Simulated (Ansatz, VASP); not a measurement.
One calculation of BaZrO3, two programs

The input POSCAR:

```
BaZrO3
1.0
    4.1815000000      0.0000000000      0.0000000000
    0.0000000000      4.1815000000      0.0000000000
    0.0000000000      0.0000000000      4.1815000000
Ba Zr O
1 1 3
Direct
    0.5000000000      0.4915448191      0.4915448191
    0.0000000000      0.0000000000      0.0000000000
    0.5000000000      0.0000000000      0.0000000000
    0.0000000000      0.5000000000      0.0000000000
    0.0000000000      0.0000000000      0.5000000000
```

File INCAR.step1:

```
PREC = Accurate
ENCUT = 520
ISMEAR = 0
SIGMA = 0.05
LREAL = False
LASPH = True
NELM = 100
NBANDS = 28
GGA = PE
ALGO = Normal
EDIFF = 1E-4
LWAVE = True
LCHARG = False
```

File INCAR.step2:

```
PREC = Accurate
ENCUT = 520
EDIFF = 1E-6
ISMEAR = 0
SIGMA = 0.05
LREAL = False
LASPH = True
NELM = 100
ALGO = Normal
ISIF = 2
LWAVE = False
LCHARG = False
METAGGA = R2SCAN
LMIXTAU = True
NBANDS = 28
ISTART = 1
```

KPOINTS

```
Automatic mesh
0
Gamma
  6 6 6
```

Input for Ansatz:

```yaml
crystal:
  lattice:
    - [4.1815, 0.0, 0.0]
    - [0.0, 4.1815, 0.0]
    - [0.0, 0.0, 4.1815]
  atoms:
    - { symbol: Ba, position: [0.5, 0.4915448191, 0.4915448191] }
    - { symbol: Zr, position: [0.0, 0.0, 0.0] }
    - { symbol: O, position: [0.5, 0.0, 0.0] }
    - { symbol: O, position: [0.0, 0.5, 0.0] }
    - { symbol: O, position: [0.0, 0.0, 0.5] }
basis:
  ecutwfc: 500
kpoints:
  mp_grid: { grid: [6, 6, 6] }
hamiltonian:
  xc: r2scan
scf:
  occupations: { method: gaussian, width: 0.05 }
output:
  forces: true
  stress: true
  eigenvalues: true
```

Change from the starting cell: all Ba atoms moved +0.050 Å, as atom 1 towards its neighbour atom 3 (O) at 2.957 Å.

Alike in both runs: task single point; functional r2SCAN; k mesh 6 × 6 × 6; occupations gaussian, width 0.05 eV; no spin polarisation.

```csv
,VASP,Ansatz
version,VASP 6.6.1,Ansatz 0.2.0
potentials or method,"VASP PAW PBE potentials, release 64 (Ba_sv, Zr_sv, O), cutoff 520 eV","scalar-relativistic, plane waves, PAW"
valence electrons in the cell,40,40
```

```csv
,VASP,Ansatz,Ansatz less VASP
gap on the k mesh at the Fermi level (eV),3.72,3.77,+0.055
least direct gap on the mesh (eV),3.95,3.98,+0.027
pressure (GPa),4.0,2.9,-1.11
"traceless stress, the component that is largest in VASP (GPa)",0.05,0.05,-0.004
rms of the force components (eV/Å),0.078,0.073,-0.0046
```

VASP's potentials were made for PBE, not for r2SCAN. Atom by atom the forces differ by 0.007 eV/Å (rms over components).

Neither program's run includes spin-orbit coupling.
